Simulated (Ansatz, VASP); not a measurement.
# Two plane-wave programs on RbBr

The input INCAR:

```
  PREC = Accurate
  ENCUT = 520
  EDIFF = 1E-8
  ISMEAR = -1
  SIGMA = 0.03
  LREAL = False
  LASPH = True
  NELM = 100
  ALGO = Normal
  ISIF = 2
  LWAVE = False
  LCHARG = False
  GGA = PE
  LEFG = True
  NBANDS = 15
```

Contents of KPOINTS:

```
regular mesh
0
Gamma
  7 7 7
```

The input POSCAR:

```
RbBr
1.0
    0.0000000000      3.5303250000      3.4275000000
    3.5303250000      0.0000000000      3.4275000000
    3.5303250000      3.5303250000      0.0000000000
Rb Br
1 1
Direct
    0.0000000000      0.0000000000      0.0000000000
    0.5000000000      0.5000000000      0.5000000000
```

Input for Ansatz:

```yaml
crystal:
  lattice:
    - [0.0, 3.530325, 3.4275]
    - [3.530325, 0.0, 3.4275]
    - [3.530325, 3.530325, 0.0]
  atoms:
    - { symbol: Rb, position: [0.0, 0.0, 0.0] }
    - { symbol: Br, position: [0.5, 0.5, 0.5] }
kpoints:
  mp_grid: { grid: [7, 7, 7] }
scf:
  occupations: { method: fermi_dirac, width: 0.03 }
hamiltonian:
  xc: pbe
  pseudopotentials: { kind: paw }
output:
  forces: true
  stress: true
  eigenvalues: true
  efg: { contact_densities: true }
```

Change from the starting cell: x and y stretched by +3 %, z held, PAW files.

Alike in both runs: task electric field gradients; functional PBE; k mesh 7 × 7 × 7; occupations fermi-dirac, width 0.03 eV; no spin polarisation.

|  | VASP | Ansatz |
| --- | --- | --- |
| version | VASP 6.6.1 | Ansatz 0.2.0 |
| potentials or method | VASP PAW PBE potentials, release 64 (Rb_sv, Br) | PAW with Ansatz's default frozen-core files, scalar-relativistic |
| plane-wave cutoff (eV) | 520 | 420 |
| valence electrons in the cell | 16 | 16 |

|  | VASP | Ansatz | Ansatz less VASP |
| --- | --- | --- | --- |
| gap on the k mesh at the Fermi level (eV) | 4.20 | 4.20 | +0.002 |
| pressure (GPa) | 0.2 | 0.2 | -0.02 |
| traceless stress, the component that is largest in VASP (GPa) | 0.52 | 0.51 | -0.006 |
| size of Vzz on the site where it differs most (V/Å²) | 9.3 | 10.7 | +1.44 |

The functional is the same, so the differences come from potentials, cutoffs and numerics.
